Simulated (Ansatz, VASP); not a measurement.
One calculation of CdS, two programs

POSCAR

```
CdS
1.0
    0.0000000000      2.9392148416      2.9392148416
    3.0861755837      0.0000000000      2.9392148416
    3.0861755837      2.9392148416      0.0000000000
Cd S
1 1
Direct
    0.0000000000      0.0000000000      0.0000000000
    0.2500000000      0.2500000000      0.2500000000
```

File INCAR.step1:

```
PREC = Accurate ; ENCUT = 520
ISMEAR = 0 ; SIGMA = 0.01
LREAL = False ; LASPH = True
NELM = 60 ; NBANDS = 16
GGA = PE ; ALGO = Normal
EDIFF = 1E-4 ; LWAVE = True
LCHARG = False
```

File INCAR.step2:

```
PREC = Accurate ; ENCUT = 520
EDIFF = 1E-7 ; ISMEAR = 0
SIGMA = 0.01 ; LREAL = False
LASPH = True ; NELM = 60
ALGO = Normal ; ISIF = 2
LWAVE = False ; LCHARG = False
METAGGA = R2SCAN ; LMIXTAU = True
NBANDS = 16 ; ISTART = 1
```

Contents of KPOINTS:

```
Automatic mesh
0
Gamma
  8 8 8
```

Input for Ansatz:

```yaml
crystal:
  lattice:
    - [0.0, 2.9392148416, 2.9392148416]
    - [3.0861755837, 0.0, 2.9392148416]
    - [3.0861755837, 2.9392148416, 0.0]
  atoms:
    - { symbol: Cd, position: [0.0, 0.0, 0.0] }
    - { symbol: S, position: [0.25, 0.25, 0.25] }
kpoints:
  mp_grid: { grid: [8, 8, 8] }
  band_path:
    path:
      - [0.0, 0.0, 0.0]
      - [-0.5, -0.5, 0.0]
      - [-0.375, -0.375, 0.25]
      - [-0.375, 0.0, 0.375]
      - [0.0, 0.0, 0.5]
      - [-0.5, -0.25, 0.25]
    npoints: 1
hamiltonian:
  xc: r2scan
scf:
  occupations: { method: fixed }
  n_extra_bands: 4
output:
  forces: true
  stress: true
  eigenvalues: true
```

Change from the starting cell: uniaxial_x strain +5.0%.

Alike in both runs: task single point; functional r2SCAN; k mesh 8 × 8 × 8; no spin polarisation.

|  | VASP | Ansatz |
| --- | --- | --- |
| version | VASP 6.6.1 | Ansatz 0.2.0 |
| potentials or method | VASP PAW PBE potentials, release 64 (Cd, S) | plane waves, PAW |
| plane-wave cutoff (eV) | 520 | 500 |
| occupations | gaussian, width 0.01 eV | fixed |
| valence electrons in the cell | 18 | 26 |

Ansatz gave:

| Property | Result |
| --- | --- |
| gap on the k mesh at the Fermi level (eV) | 1.37 |
| pressure (GPa) | -2.7 |
| traceless stress, the component that is largest in VASP (GPa) | -0.77 |

Question: Estimate VASP's values.

Answer: gap on the k mesh at the Fermi level (eV): 1.37; pressure (GPa): -2.5; traceless stress, the component that is largest in VASP (GPa): -0.76.

VASP's potentials were made for PBE, not for r2SCAN. VASP's potentials hold 18 valence electrons a cell and Ansatz's 26, so a difference there can come from the potentials and not from the codes.
